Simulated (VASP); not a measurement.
## Li: single point with PBEsol

The system is Li.

```
Li
1.0
    -1.71691    1.71691    1.71691
     1.71691   -1.71691    1.71691
     1.71691    1.71691   -1.71691
Li
1
Direct
  0.00000 0.00000 0.00000
```

* Program: VASP 6.6.1
* Task: single point
* Functional: PBEsol
* Potentials or basis: VASP PAW PBE potentials, release 64 (Li_sv)
* Cutoff: 520 eV
* k mesh: 10 × 10 × 10
* Occupations: fermi-dirac, width 0.1 eV
* Spin: no spin polarisation

```json
{
 "Band gap on the k mesh": "zero (an odd number of electrons rules out a gap without spin polarisation)"
}
```

Levels at points of the mesh, in eV from the Fermi level:
```csv
k point,band 1,band 2,band 3,band 4
"(0.00, 0.00, 0.00)",-45.92,-3.57,14.63,14.63
"(0.50, 0.00, 0.00)",-45.90,0.23,3.26,10.37
"(0.50, 0.50, 0.50)",-45.89,5.52,5.52,5.52
```

Wall time 10 s on 1 thread of Oxide Virtual Turin-like Processor, with other jobs on the host, peak memory 0.09 GiB.
